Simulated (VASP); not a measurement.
# Zn2InO (P-4m2) in VASP: density of states with PBE

Aim: the density of states of Zn2InO with PBE.

Everything below comes from runs of VASP 6.6.1. Logs are shortened: lines on timing, memory, paths and dates and some standing lists are left out, and cuts for length are marked.

## Step 1: The cell of the first run

Symmetry: P-4m2, No. 115, tetragonal system. The conventional cell has a = 3.206 Å, b = 3.206 Å, c = 6.847 Å, α = 90.00°, β = 90.00°, γ = 90.00°. Zn (site symmetry 2mm) has 2 O at 2.01 Å within 2.7 Å. In (site symmetry -4m2) has 4 Zn at 2.73 Å and 4 In at 3.21 Å within 3.6 Å. O (site symmetry -4m2) has 4 Zn at 2.01 Å within 2.7 Å.

## Step 2: Density of states, PBE

POSCAR reads:

```
Zn2InO
1.0
    3.2056880635      0.0000000000      0.0000000000
    0.0000000000      3.2056880635      0.0000000000
    0.0000000000      0.0000000000      6.8466149919
Zn In O
2 1 1
Direct
    0.5000000000      0.0000000000      0.8235642468
    0.0000000000      0.5000000000      0.1764357532
    0.5000000000      0.5000000000      0.5000000000
    0.0000000000      0.0000000000      0.0000000000
```

INCAR.step1 reads:

```
ALGO = Normal ; EDIFF = 1E-6
ENCUT = 520 ; GGA = PE
ISIF = 2 ; ISMEAR = 0
LASPH = T ; LCHARG = T
LREAL = F ; LWAVE = F
NBANDS = 30 ; NELM = 80
PREC = Accurate ; SIGMA = 0.1
```

KPOINTS.step1 reads:

```
k-points
0
Gamma
  14 14 8
```

INCAR.step2 reads:

```
ALGO = Normal ; EDIFF = 1E-6
ENCUT = 520 ; GGA = PE
ICHARG = 11 ; ISIF = 2
ISMEAR = -5 ; LASPH = T
LCHARG = F ; LORBIT = 11
LREAL = F ; LWAVE = F
NEDOS = 1001 ; NELM = 80
PREC = Accurate ; SIGMA = 0.1
```

KPOINTS.step2 reads:

```
k-points
0
Gamma
  21 21 12
```

Potentials or basis: VASP PAW PBE potentials, release 64 (Zn, In_d, O).

On the command line:

```console
cat potpaw_PBE.64/Zn/POTCAR potpaw_PBE.64/In_d/POTCAR potpaw_PBE.64/O/POTCAR > POTCAR
cp INCAR.step1 INCAR
cp KPOINTS.step1 KPOINTS
mpirun -np 1 vasp_std > vasp.out
cp INCAR.step2 INCAR
cp KPOINTS.step2 KPOINTS
mpirun -np 1 vasp_std > vasp.out
```

OUTCAR:

```text
EDIFF = 1E-6
   ENCUT = 520
   GGA = PE
   ICHARG = 11
   ISIF = 2
   ISMEAR = -5
   LASPH = T
   LORBIT = 11
   LREAL = F
   NELM = 80
   PREC = Accurate

 ion  position               nearest neighbor table
   1  0.500  0.000  0.824-   4 2.01   4 2.01   3 2.73   3 2.73
   2  0.000  0.500  0.176-   4 2.01   4 2.01   3 2.73   3 2.73
   3  0.500  0.500  0.500-   1 2.73   2 2.73   1 2.73   2 2.73
   4  0.000  0.000  0.000-   1 2.01   2 2.01   2 2.01   1 2.01

  LATTYP: Found a simple tetragonal cell.
 ALAT       =     3.2056880635
 C/A-ratio  =     2.1357708100

  Lattice vectors:

 A1 = (   3.2056880635,   0.0000000000,   0.0000000000)
 A2 = (   0.0000000000,   3.2056880635,   0.0000000000)
 A3 = (   0.0000000000,   0.0000000000,   6.8466149919)

Analysis of symmetry for initial positions (statically):
=====================================================================
 Subroutine PRICEL returns:
 Original cell was already a primitive cell.

 Routine SETGRP: Setting up the symmetry group for a
 simple tetragonal supercell.

 Subroutine GETGRP returns: Found  8 space group operations
 (whereof  8 operations were pure point group operations)
 out of a pool of 16 trial point group operations.

The static configuration has the point symmetry D_2d.

Analysis of symmetry for dynamics (positions and initial velocities):
=====================================================================
 Subroutine PRICEL returns:
 Original cell was already a primitive cell.

 Routine SETGRP: Setting up the symmetry group for a
 simple tetragonal supercell.

 Subroutine GETGRP returns: Found  8 space group operations
 (whereof  8 operations were pure point group operations)
 out of a pool of 16 trial point group operations.

The dynamic configuration has the point symmetry D_2d.

 Subroutine INISYM returns: Found  8 space group operations
 (whereof  8 operations are pure point group operations),
 and found     1 'primitive' translations

----------------------------------------------------------------------------------------

                                     Primitive cell

  volume of cell :      70.3588

  direct lattice vectors                    reciprocal lattice vectors
     3.205688063  0.000000000  0.000000000     0.311945511  0.000000000  0.000000000
     0.000000000  3.205688063  0.000000000     0.000000000  0.311945511  0.000000000
     0.000000000  0.000000000  6.846614992     0.000000000  0.000000000  0.146057578

  length of vectors
     3.205688063  3.205688063  6.846614992     0.311945511  0.311945511  0.146057578

  position of ions in fractional coordinates (direct lattice)
     0.500000000  0.000000000  0.823564247
     0.000000000  0.500000000  0.176435753
     0.500000000  0.500000000  0.500000000
     0.000000000  0.000000000  0.000000000

  ion indices of the primitive-cell ions
   primitive index   ion index
                 1           1
                 2           2
                 3           3
                 4           4

----------------------------------------------------------------------------------------

 KPOINTS: k-points

Automatic generation of k-mesh.
 Grid dimensions read from file:
 generate k-points for:   21   21   12

 Generating k-lattice:

  Cartesian coordinates                     Fractional coordinates (reciprocal lattice)
     0.014854548  0.000000000  0.000000000     0.047619048  0.000000000  0.000000000
     0.000000000  0.014854548  0.000000000     0.000000000  0.047619048  0.000000000
     0.000000000  0.000000000  0.012171465     0.000000000  0.000000000  0.083333333

  Length of vectors
     0.014854548  0.014854548  0.012171465

  Shift w.r.t. Gamma in fractional coordinates (k-lattice)
     0.000000000  0.000000000  0.000000000

 TETIRR: Found   7926 inequivalent tetrahedra from    31752

 Subroutine IBZKPT returns following result:
 ===========================================

 Found    462 irreducible k-points:

 Following reciprocal coordinates:
            Coordinates               Weight
  0.000000  0.000000  0.000000      1.000000
  0.047619  0.000000  0.000000      4.000000
  0.095238  0.000000  0.000000      4.000000
  0.142857  0.000000  0.000000      4.000000
  0.190476  0.000000  0.000000      4.000000
  0.238095  0.000000  0.000000      4.000000
[... 16 lines left out ...]
  0.142857  0.095238  0.000000      8.000000
  0.190476  0.095238  0.000000      8.000000
 [... further k-points ...]
   k-points           NKPTS =    462   k-points in BZ     NKDIM =    462   number of bands    NBANDS=     25
   number of dos      NEDOS =   1001   number of ions     NIONS =      4
   total plane-waves  NPLWV =  31104
   dimension x,y,z NGX =    24 NGY =   24 NGZ =   54
   dimension x,y,z NGXF=    48 NGYF=   48 NGZF=  108
   ions per type =               2   1   1
   NGX,Y,Z   is equivalent  to a cutoff of  12.45, 12.45, 13.11 a.u.
   NGXF,Y,Z  is equivalent  to a cutoff of  24.89, 24.89, 26.22 a.u.
 SYSTEM =  unknown system
   PREC   = accura    normal or accurate (medium, high low for compatibility)
   ISTART =      0    job   : 0-new  1-cont  2-samecut
   ICHARG =     11    charge: 1-file 2-atom 10-const
   ISPIN  =      1    spin polarized calculation?
   LNONCOLLINEAR =      F non collinear calculations
   LSORBIT =      F    spin-orbit coupling
   LASPH  =      T    aspherical Exc in radial PAW
   ENCUT  =  520.0 eV  38.22 Ry    6.18 a.u.   5.96  5.96 12.73*2*pi/ulx,y,z
   NELM   =     80;   NELMIN=  2; NELMDL=  0     # of ELM steps
   EDIFF  = 0.1E-05   stopping-criterion for ELM
   LREAL  =      F    real-space projection
   EDIFFG = 0.1E-04   stopping-criterion for IOM
   NSW    =      0    number of steps for IOM
   IBRION =     -1    ionic relax: 0-MD 1-quasi-New 2-CG
   NFREE  =      0    steps in history (QN), initial steepest desc. (CG)
   ISIF   =      2    stress and relaxation
   ISYM   =      2    0-nonsym 1-usesym 2-fastsym
   POTIM  = 0.5000    time-step for ionic-motion
   TEBEG  =    0.0;   TEEND  =   0.0 temperature during run
   PSTRESS=    0.0 pullay stress
   NELECT =      43.0000    total number of electrons
   NUPDOWN=      -1.0000    fix difference up-down
   EMIN   =  10.00;   EMAX   =-10.00  energy-range for DOS
   EFERMI =   0.00;   METHOD = LEGACY
   ISMEAR =    -5;   SIGMA  =   0.10  broadening in eV -4-tet -1-fermi 0-gaus
   EFERMI_NEDOS =   21; number of points for ismear=-14 and -15
   IALGO  =     38    algorithm
   IMIX   =      4    mixing-type and parameters
     AMIX     =   0.40;   BMIX     =  1.00
     AMIX_MAG =   1.60;   BMIX_MAG =  1.00
  volume/ion in A,a.u.               =      17.59       118.70
  Fermi-wavevector in a.u.,A,eV,Ry     =   1.389286  2.625369 26.260798  1.930114
  Thomas-Fermi vector in A             =   2.513331
   LORBIT       =     11    0 simple, 1 ext, 2 COOP (PROOUT), +10 PAW based schemes
   GGA     = PE    functional components
   LHFCALC =     F    Hartree Fock is set to
   AEXX    =    0.0000 exact exchange contribution
   IVDW    =     0    specifies the selected vdW correction
   LEPSILON=     F    determine dielectric tensor
   LRPA    =     F    only Hartree local field effects (RPA)
 non-spin polarized calculation
 Fermi weights with tetrahedron method with Bloechl corrections
  energy-cutoff  :      520.00
  volume of cell :       70.36
 maximum number of plane-waves:      1924
 NGX is ok and might be reduce to    24

 number of electron      43.0000051 magnetization

 Free energy of the ion-electron system (eV)
  ---------------------------------------------------
  ext. energy  EPLUGINS =         0.00000000
  ---------------------------------------------------
  free energy    TOTEN  =       -12.06466839 eV

  energy without entropy =      -12.06466839  energy(sigma->0) =      -12.06466839

 E-fermi :   3.9643     XC(G=0): -10.3770

 val. band max:        3.9755808539   @ k =   0.4286   0.3810   0.2500
 cond. band min:       3.9322593431   @ k =   0.1429   0.0476   0.0000
 fundamental gap:     -0.0433215108
 Fermi energy:         3.9643080965

 k-point     1 :       0.0000    0.0000    0.0000
  band No.  band energies     occupation
      1     -15.1876      2.00000
      2     -10.7717      2.00000
      3     -10.5181      2.00000
      4     -10.3233      2.00000
      5     -10.3233      2.00000
      6     -10.2682      2.00000
[... 17 lines left out ...]
     24      10.4693      0.00000
     25      10.4741      0.00000

 k-point     2 :       0.0476    0.0000    0.0000
  band No.  band energies     occupation
      1     -15.1820      2.00000
      2     -10.7655      2.00000
      3     -10.5151      2.00000
      4     -10.3280      2.00000
      5     -10.3230      2.00000
      6     -10.2712      2.00000
[... 17 lines left out ...]
     24      10.3380      0.00000
     25      10.5068      0.00000

 k-point     3 :       0.0952    0.0000    0.0000
  band No.  band energies     occupation
      1     -15.1655      2.00000
      2     -10.7480      2.00000
      3     -10.5057      2.00000
      4     -10.3412      2.00000
      5     -10.3219      2.00000
      6     -10.2800      2.00000
[... 17 lines left out ...]
     24      10.3691      0.00000
     25      10.6159      0.00000

 k-point     4 :       0.1429    0.0000    0.0000
  band No.  band energies     occupation
      1     -15.1394      2.00000
      2     -10.7226      2.00000
      3     -10.4890      2.00000
      4     -10.3619      2.00000
      5     -10.3202      2.00000
      6     -10.2937      2.00000
[... 17 lines left out ...]
     24      10.2468      0.00000
     25      10.8041      0.00000
[... 477 lines left out ...]
 k-point    22 :       0.0952    0.0952    0.0000
  band No.  band energies     occupation
      1     -15.1435      2.00000
      2     -10.7221      2.00000
      3     -10.4953      2.00000
      4     -10.3415      2.00000
      5     -10.3378      2.00000
      6     -10.2923      2.00000
[... 17 lines left out ...]
     24       9.1162      0.00000
     25      10.5468      0.00000

 k-point    23 :       0.1429    0.0952    0.0000
  band No.  band energies     occupation
      1     -15.1178      2.00000
      2     -10.6941      2.00000
      3     -10.4810      2.00000
      4     -10.3604      2.00000
      5     -10.3375      2.00000
      6     -10.3066      2.00000
[... 17 lines left out ...]
     24       9.1947      0.00000
     25      10.4253      0.00000

 k-point    24 :       0.1905    0.0952    0.0000
  band No.  band energies     occupation
      1     -15.0848      2.00000
      2     -10.6628      2.00000
      3     -10.4587      2.00000
      4     -10.3861      2.00000
      5     -10.3352      2.00000
      6     -10.3247      2.00000
[... 17 lines left out ...]
     24       9.3768      0.00000
     25       9.8091      0.00000

 [... further k-points ...]
[... 5 lines left out ...]
  --------------------------------------------------------------------------------------
  -------------------------------------------------------------------------------------
  Total        0.1530244      0.1530244      0.0736176      0.0000000      0.0000000      0.0000000
  in kB        3.4845991      3.4845991      1.6763848      0.0000000      0.0000000      0.0000000
  external PRESSURE =       2.8818610 kB  Pullay stress =       0.0000000 kB

 VOLUME and BASIS-vectors are now :
 -----------------------------------------------------------------------------
  energy-cutoff  :      520.00
  volume of cell :       70.36
      direct lattice vectors                 reciprocal lattice vectors
     3.205688063  0.000000000  0.000000000     0.311945511  0.000000000  0.000000000
     0.000000000  3.205688063  0.000000000     0.000000000  0.311945511  0.000000000
     0.000000000  0.000000000  6.846614992     0.000000000  0.000000000  0.146057578

 POSITION                                       TOTAL-FORCE (eV/Angst)
 -----------------------------------------------------------------------------------
      1.60284      0.00000      5.63863         0.000000      0.000000     -0.058249
      0.00000      1.60284      1.20799        -0.000000      0.000000      0.058249
      1.60284      1.60284      3.42331        -0.000000     -0.000000      0.000000
      0.00000      0.00000      0.00000        -0.000000      0.000000      0.000000
 -----------------------------------------------------------------------------------
    total drift:                                0.000000      0.000000      0.000000

  FREE ENERGIE OF THE ION-ELECTRON SYSTEM (eV)
  ---------------------------------------------------
  free  energy   TOTEN  =       -12.0646683853 eV

  energy  without entropy=      -12.0646683853  energy(sigma->0) =      -12.06466839

 total charge

# of ion       s       p       d       tot
------------------------------------------
    1        0.539   0.410   9.794  10.742
    2        0.539   0.410   9.794  10.742
    3        0.902   0.700   9.839  11.442
    4        1.560   3.418   0.000   4.978
--------------------------------------------------
tot          3.540   4.938  29.426  37.904
```

It took 11 min on 1 thread of Oxide Virtual Turin-like, shared host; peak memory 0.81 GiB.

What came out:

```
Valence electrons inside the program's atomic spheres : Zn 10.74; In 11.44; O 4.98
```

Caveat: spin-orbit coupling is left out, which moves the levels of the heavy elements; an odd number of electrons without spin polarisation forces a metal; a magnetic or distorted state may lie lower; tetrahedron occupations give inexact forces and stress in metals.
